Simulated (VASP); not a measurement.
RbCdCO3F:

```
CELL_PARAMETERS angstrom
5.17545 0.00000 0.00000
-2.58772 4.48207 0.00000
0.00000 0.00000 4.62554
ATOMIC_POSITIONS crystal
Rb 0.00000 0.00000 0.00000
Cd 0.66667 0.33333 0.50000
C 0.33333 0.66667 0.50000
O 0.18915 0.37830 0.50000
O 0.18915 0.81085 0.50000
O 0.62170 0.81085 0.50000
F 0.66667 0.33333 0.00000
```

- Program: VASP 6.6.1
- Task: relaxation of cell and atoms
- Functional: LDA
- Potentials or basis: VASP PAW LDA potentials, release 64 (Rb_sv, Cd, C, O, F)
- Cutoff: 600 eV
- k mesh: 6 × 6 × 6
- Occupations: gaussian, width 0.02 eV
- Spin: no spin polarisation

At the start: pressure -6.5 GPa; volume 15.33 Å³/atom.

Q: How do energy, volume and symmetry change on relaxing?

A: Over 16 steps the energy falls by 33.1 meV/atom and the volume is 13.80 Å³/atom (-10.0 %); space group P-6m2 (No. 187, to 0.1 Å) before and after.

Step by step:
```tsv
step	energy change (eV)	largest force (eV/Å)	pressure (GPa)	volume (Å³)
1	0.0000	0.2133	-6.52	107.30
2	-0.0301	3.3555	4.74	97.90
3	-0.1148	1.5967	-1.00	102.06
4	-0.2251	0.4447	0.10	97.44
5	-0.2297	0.1587	0.51	96.30
6	-0.2297	0.1870	0.47	96.42
7	-0.2301	0.0789	-0.48	97.03
8	-0.2305	0.0299	-0.09	96.77
9	-0.2308	0.0230	-0.08	96.74
10	-0.2313	0.0022	-0.03	96.62
11	-0.2314	0.0396	0.08	96.38
12	-0.2316	0.0220	0.05	96.48
13	-0.2316	0.0496	0.14	96.52
14	-0.2316	0.0101	0.09	96.50
15	-0.2316	0.0050	-0.03	96.61
16	-0.2316	0.0019	0.00	96.59
```

Final structure:
```
Rb Cd C O F
1.0
     4.99491    0.00000    0.00000
    -2.49746    4.32572    0.00000
     0.00000    0.00000    4.47019
Rb Cd C O F
1 1 1 3 1
Direct
  0.00000 0.00000 0.00000
  0.66667 0.33333 0.50000
  0.33333 0.66667 0.50000
  0.18513 0.37026 0.50000
  0.18513 0.81487 0.50000
  0.62974 0.81487 0.50000
  0.66667 0.33333 0.00000
```
